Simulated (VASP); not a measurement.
Mg, 1 atom in the cell. The structure is cubic, space group Im-3m (No. 229). Conventional cell: a = 3.558 Å, b = 3.558 Å, c = 3.558 Å, α = 90.00°, β = 90.00°, γ = 90.00°. Within 4.1 Å of Mg (site symmetry m-3m) lie 14 Mg at 3.08 to 3.56 Å. 

| Property | Result |
| --- | --- |
| Program | VASP 6.6.1 |
| Task | single point |
| Functional | r2SCAN |
| Potentials or basis | VASP PAW PBE potentials, release 64 (Mg) |
| Cutoff | 520 eV |
| k mesh | 16 × 16 × 16 |
| Occupations | gaussian, width 0.1 eV |
| Spin | no spin polarisation |
| Dipole correction | no |
| Further INCAR settings | ALGO = Normal; EDIFF = 1e-06; NBANDS = 7 |

Potentials or basis: VASP PAW PBE potentials, release 64 (Mg).

Run with:

```sh
$ cat potpaw_PBE.64/Mg/POTCAR > POTCAR
$ cp INCAR.step1 INCAR
$ mpirun -np 1 vasp_std > vasp.out
$ cp INCAR.step2 INCAR
$ mpirun -np 1 vasp_std > vasp.out
```

Hardware: 1 thread of Intel(R) Xeon(R) 6975P-C (Granite Rapids), on a shared host.

**Question.** How long does it take, and how much memory?

**Answer.** Run time: 18 s on 1 thread of Intel(R) Xeon(R) 6975P-C (Granite Rapids), on a shared host, peak memory 0.15 GiB. Counts: k points 145.
